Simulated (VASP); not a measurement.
# Cr (Fd-3m) in VASP: a series of runs, part 2 of 2

VASP 6.6.1. Earlier steps stand in the parts before.

### 3 Relaxation of cell and atoms, PBE, collinear spin, ferromagnetic start, target pressure 30 GPa, at which the enthalpy is minimised

Contents of INCAR:

```
PREC = Accurate
ENCUT = 600
EDIFF = 1E-6
ISMEAR = -1
SIGMA = 0.05
LREAL = F
LASPH = T
NELM = 150
ALGO = Normal
ISIF = 3
LWAVE = F
LCHARG = F
ISPIN = 2
MAGMOM = 3 3
LORBIT = 11
LMAXMIX = 4
GGA = PE
IBRION = 2
NSW = 80
EDIFFG = -0.03
PSTRESS = 300.0
```

Contents of KPOINTS:

```
Automatic mesh
0
Gamma
  8 8 8
```

Contents of POSCAR:

```
Cr
1.0
    0.0000000000      2.5000000000      2.5000000000
    2.5000000000      0.0000000000      2.5000000000
    2.5000000000      2.5000000000      0.0000000000
Cr
2
Direct
    0.0000000000      0.0000000000      0.0000000000
    0.2500000000      0.2500000000      0.2500000000
```

Potentials or basis: VASP PAW PBE potentials, release 64 (Cr_pv).

Started as:

```console
cat potpaw_PBE.64/Cr_pv/POTCAR > POTCAR
mpirun -np 1 vasp_std > vasp.out
```

OUTCAR:

```text
PREC = Accurate
   ENCUT = 600
   EDIFF = 1E-6
   ISMEAR = -1
   LREAL = F
   LASPH = T
   NELM = 150
   ISIF = 3
   ISPIN = 2
   LORBIT = 11
   GGA = PE
   IBRION = 2
   NSW = 80
   EDIFFG = -0.03
   PSTRESS = 300.0

 ion  position               nearest neighbor table
   1  0.000  0.000  0.000-   2 2.17   2 2.17   2 2.17   2 2.17
   2  0.250  0.250  0.250-   1 2.17   1 2.17   1 2.17   1 2.17

  LATTYP: Found a face centered cubic cell.
 ALAT       =     5.0000000000

  Lattice vectors:

 A1 = (   0.0000000000,   2.5000000000,   2.5000000000)
 A2 = (   2.5000000000,   0.0000000000,   2.5000000000)
 A3 = (   2.5000000000,   2.5000000000,   0.0000000000)

Analysis of symmetry for initial positions (statically):
=====================================================================
 Subroutine PRICEL returns:
 Original cell was already a primitive cell.

 Routine SETGRP: Setting up the symmetry group for a
 face centered cubic supercell.

 Subroutine GETGRP returns: Found 48 space group operations
 (whereof 24 operations were pure point group operations)
 out of a pool of 48 trial point group operations.

The static configuration has the point symmetry T_d .
 The point group associated with its full space group is O_h .

Analysis of symmetry for dynamics (positions and initial velocities):
=====================================================================
 Subroutine PRICEL returns:
 Original cell was already a primitive cell.

 Routine SETGRP: Setting up the symmetry group for a
 face centered cubic supercell.

 Subroutine GETGRP returns: Found 48 space group operations
 (whereof 24 operations were pure point group operations)
 out of a pool of 48 trial point group operations.

The dynamic configuration has the point symmetry T_d .
 The point group associated with its full space group is O_h .

Analysis of structural, dynamic, and magnetic symmetry:
=====================================================================
 Subroutine PRICEL returns:
[... 145 lines left out ...]
 maximum number of plane-waves:      1056
   NGX = 15   NGY = 15   NGZ = 15

--------------------------------------- Ionic step        1  -------------------------------------------

 number of electron      24.0000007 magnetization       0.0005598

 number of electron      24.0000007 magnetization      -0.0006675

 Free energy of the ion-electron system (eV)
  ---------------------------------------------------
  ext. energy  EPLUGINS =         0.00000000
  ---------------------------------------------------
  free energy    TOTEN  =       -14.69145163 eV

  energy without entropy =      -14.65990927  energy(sigma->0) =      -14.67568045

------------------------ aborting loop because EDIFF is reached ----------------------------------------

  FORCE on cell =-STRESS in cart. coord.  units (eV):
  Direction    XX          YY          ZZ          XY          YZ          ZX
  --------------------------------------------------------------------------------------
  -------------------------------------------------------------------------------------
  Total        1.3530530      1.3530530      1.3530530      0.0000000      0.0000000     -0.0000000
  in kB       69.3705879     69.3705879     69.3705879      0.0000000      0.0000000     -0.0000000
  external PRESSURE =    -230.6294121 kB  Pullay stress =     300.0000000 kB
[... 27 lines left out ...]
 number of electron      23.9999993 magnetization       0.0000372

 number of electron      23.9999993 magnetization      -0.0000887

 E-fermi :  11.4812     XC(G=0): -13.4703

 val. band max:       11.4587036237   @ k =  -0.2500   0.1250   0.0000
 cond. band min:      11.5039964837   @ k =  -0.3750   0.3750   0.1250
 fundamental gap:      0.0452928599
 Fermi energy:        11.4811891106

 spin component 1

 k-point     1 :       0.0000    0.0000    0.0000
  band No.  band energies     occupation
      1     -32.0973      1.00000
      2     -32.0973      1.00000
      3     -32.0973      1.00000
      4     -30.0263      1.00000
      5     -30.0263      1.00000
      6     -30.0263      1.00000
[... 1130 lines left out ...]
 number of electron      24.0000012 magnetization       0.0000051

 number of electron      24.0000012 magnetization      -0.0000013

 Free energy of the ion-electron system (eV)
  ---------------------------------------------------
  ext. energy  EPLUGINS =         0.00000000
  ---------------------------------------------------
  free energy    TOTEN  =       -14.27670613 eV

  energy without entropy =      -14.24976347  energy(sigma->0) =      -14.26323480

 E-fermi :   8.4977     XC(G=0): -12.3016

 val. band max:        8.4958903016   @ k =  -0.2500   0.3750   0.1250
 cond. band min:       8.4986490442   @ k =   0.5000   0.3750   0.0000
 fundamental gap:      0.0027587426
 Fermi energy:         8.4977131696

 spin component 1

 k-point     1 :       0.0000    0.0000    0.0000
  band No.  band energies     occupation
      1     -34.4319      1.00000
      2     -34.4319      1.00000
      3     -34.4319      1.00000
      4     -33.1470      1.00000
      5     -33.1470      1.00000
      6     -33.1470      1.00000
[... 1084 lines left out ...]
  energy  without entropy=      -14.2497634674  energy(sigma->0) =      -14.26323480

  enthalpy is  TOTEN    =        -9.1579606018 eV   P V=        5.1187455291

 reached required accuracy - stopping structural energy minimisation

 total charge

# of ion       s       p       d       tot
------------------------------------------
    1        0.503   6.234   4.745  11.481
    2        0.503   6.234   4.745  11.481
--------------------------------------------------
tot          1.006  12.467   9.490  22.963

 magnetization (x)

# of ion       s       p       d       tot
------------------------------------------
    1       -0.000  -0.000   0.000  -0.000
    2       -0.000  -0.000   0.000  -0.000
--------------------------------------------------
tot         -0.000  -0.000   0.000  -0.000
```

Run time: 3.5 min. Hardware: 1 thread of AMD EPYC 7R13, shared host; peak memory 0.17 GiB.

Results:

```yaml
Free_energy: -14.2767 eV
Relaxed_volume: 13.67 Å³/atom
Relaxed_cell: a = 3.381 Å, b = 3.381 Å, c = 3.381 Å, α = 60.00°, β = 60.00°, γ = 60.00°
Space_group_after_relaxing_to_0.1_Å: Fd-3m (No. 227)
Energy_change_on_relaxing_the_run_minimises_the_enthalpy: +207.4 meV/atom
Ionic_steps: 4
Pressure_after_relaxing: 29.7 GPa
Band_gap_on_the_k_mesh: zero (filled and empty bands overlap)
Net_moment: 0.00 μB per cell
Valence_electrons_inside_the_program's_atomic_spheres: Cr 11.48
```

The path:
```
step  energy change (eV)  largest force (eV/Å)  pressure (GPa)  volume (Å³)
   1              0.0000                0.0000            6.94        31.25
   2              2.3341                0.0000          100.55        22.14
   3              0.3861                0.0000           28.39        27.50
   4              0.4147                0.0000           29.66        27.34
```

Final structure:
```yaml
crystal:
  lattice:
    - [0.00000, 2.39097, 2.39097]
    - [2.39097, 0.00000, 2.39097]
    - [2.39097, 2.39097, 0.00000]
  atoms:
    - { symbol: Cr, position: [0.00000, 0.00000, 0.00000] }
    - { symbol: Cr, position: [0.25000, 0.25000, 0.25000] }
```

Caveat: the cell is relaxed towards a set pressure, so the run minimises the enthalpy, not the energy; the moments typed at the start vanished in this run.

The gap in the log of VASP goes by the Fermi energy; the results here count the filled bands.